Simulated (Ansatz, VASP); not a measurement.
## One calculation of Ca, two programs

```
Ca
1.0
     3.98000    0.00000    0.00000
    -1.99000    3.44678    0.00000
     0.00000    0.00000    6.52000
Ca
2
Direct
  0.33333 0.66667 0.25000
  0.66667 0.33333 0.75000
```

Alike in both runs: task single point; functional PBE; k mesh 11 × 11 × 6; no spin polarisation.

```csv
,VASP,Ansatz
version,VASP 6.6.1,Ansatz 0.2.0
potentials or method,"VASP PAW PBE potentials, release 64 (Ca_sv), cutoff 520 eV","all-electron LAPW, non-relativistic"
occupations,"methfessel-paxton of order 1, width 0.05 eV","cold, width 0.05 eV"
```

|  | VASP | Ansatz | Ansatz less VASP |
| --- | --- | --- | --- |
| gap on the k mesh at the Fermi level (eV) | none | none | - |
| pressure (GPa) | -0.9 | -0.8 | +0.01 |
| traceless stress, the component that is largest in VASP (GPa) | 0.20 | 0.19 | -0.005 |

A gap of «none» marks a metal or a gap that the smearing closes. Ansatz ran all-electron here, and VASP with PAW potentials.
